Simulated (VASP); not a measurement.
Here is a VASP 6.6.1 calculation.

INCAR

```
PREC = Accurate ; ENCUT = 520
EDIFF = 1E-7 ; ISMEAR = 0
SIGMA = 0.02 ; LREAL = F
LASPH = T ; NELM = 60
ALGO = Normal ; ISIF = 2
LWAVE = F ; LCHARG = F
GGA = PS ; NBANDS = 20
```

KPOINTS

```
regular mesh
0
Gamma
  12 12 6
```

POSCAR

```
SnSe2
1.0
    3.8174487390      0.0000000000      0.0000000000
   -1.9087243695      3.3060075856      0.0000000000
    0.0000000000      0.0000000000      6.1546758475
Sn Se
1 2
Direct
    0.0000000000      0.0000000000      0.0000000000
    0.6666666667      0.3333333333      0.7421700594
    0.3333333333      0.6666666667      0.2578299406
```

Potentials or basis: VASP PAW PBE potentials, release 64 (Sn_d, Se).

Command:

```bash
$ cat potpaw_PBE.64/Sn_d/POTCAR potpaw_PBE.64/Se/POTCAR > POTCAR
$ mpirun -np 1 vasp_std > vasp.out
```

**Question.** Estimate the largest force.

**Answer.** 0.018 eV/Å.

**Question.** Predict the pressure.

**Answer.** 0.1 GPa.

**Question.** Predict the band gap on the k mesh.

**Answer.** 0.49 eV, indirect (least direct gap 0.99 eV).

Forces in eV/Å, atoms in the order of the input:
```
Sn   0.000  0.000  0.000
Se   0.000  0.000 -0.018
Se   0.000  0.000  0.018
```

Caveat: the PAW data sets were made with another functional, which shifts forces and pressure a little; spin-orbit coupling is left out, which moves the levels of the heavy elements; this functional lacks dispersion, which binds the layers, so the pressure and a relaxed spacing across them are unreliable. A k mesh can miss the band edges.
